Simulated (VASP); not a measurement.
Wanted: the native input for a VASP 6.6.1 run.

```yaml
Task: single point
Functional: LDA
Potentials_or_basis: VASP PAW LDA potentials, release 64 (Co, O)
Cutoff: 520 eV
k_mesh: 11 × 11 × 11
Occupations: fermi-dirac, width 0.05 eV
Spin: collinear spin, ferromagnetic start
Starting_moments: "[2.0, 0.0] μB"
Dipole_correction: no
Further_INCAR_settings: ALGO = Normal; EDIFF = 1e-06; NBANDS = 18
```

The structure of CoO lies in POSCAR:

```
CoO
1.0
    0.0000000000      2.1456163054      2.1456163054
    2.1456163054      0.0000000000      2.1456163054
    2.1456163054      2.1456163054      0.0000000000
Co O
1 1
Direct
    0.0000000000      0.0000000000      0.0000000000
    0.5000000000      0.5000000000      0.5000000000
```

These files were run (other wordings do the same):

INCAR

```
  ALGO = Normal
  EDIFF = 1E-6
  ENCUT = 520
  ISIF = 2
  ISMEAR = -1
  ISPIN = 2
  LASPH = T
  LCHARG = F
  LMAXMIX = 4
  LORBIT = 11
  LREAL = F
  LWAVE = F
  MAGMOM = 2 0
  NBANDS = 18
  NELM = 150
  PREC = Accurate
  SIGMA = 0.05
```

KPOINTS

```
k-points
0
Gamma
  11 11 11
```

Potentials or basis: VASP PAW LDA potentials, release 64 (Co, O).

The run is started by

```console
$ cat potpaw_LDA.64/Co/POTCAR potpaw_LDA.64/O/POTCAR > POTCAR
$ mpirun -np 1 vasp_std > vasp.out
```

It gave:

- Pressure: -22.9 GPa
- Net moment: 2.82 μB per cell
- Site moments: Co +2.46; O +0.31 μB
- Valence electrons inside the program's atomic spheres: Co 7.80; O 4.92

Caveat: the cell stands under tension; a cell with one magnetic atom can't hold antiferromagnetic order, which such compounds often take.

Run time: 34 s on 1 thread of Intel(R) Xeon(R) 6975P-C (Granite Rapids), with other jobs on the host, peak memory 0.15 GiB.
